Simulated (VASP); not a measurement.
Input of a VASP 6.6.1 run:

The input INCAR:

```
SYSTEM = Ni
PREC = Accurate ; ENCUT = 520
EDIFF = 1E-6 ; ISMEAR = 0
SIGMA = 0.1 ; LREAL = .False.
LASPH = .True. ; NELM = 100
ALGO = Fast ; ISIF = 2
LWAVE = .False. ; LCHARG = .False.
GGA = PE ; NBANDS = 11
```

Contents of KPOINTS:

```
Automatic mesh
0
Gamma
  28 28 28
  0 0 0
```

File POSCAR:

```
Ni
1.0
   -1.3962376085      1.3962376085      1.3962376085
    1.3962376085     -1.3962376085      1.3962376085
    1.3962376085      1.3962376085     -1.3962376085
Ni
1
Direct
    0.0000000000      0.0000000000      0.0000000000
```

Potentials or basis: VASP PAW PBE potentials, release 64 (Ni).

Launch:

```bash
$ cat potpaw_PBE.64/Ni/POTCAR > POTCAR
$ mpirun -np 1 vasp_std > vasp.out
```

(1) Estimate the band gap on the k mesh.

(2) What does it give for the pressure?

Answers

(1) zero (bands 5 and 6 overlap by 1.02 eV).

(2) 0.0 GPa.

Caveat: the run has no spin polarisation, though such a crystal can be magnetic.
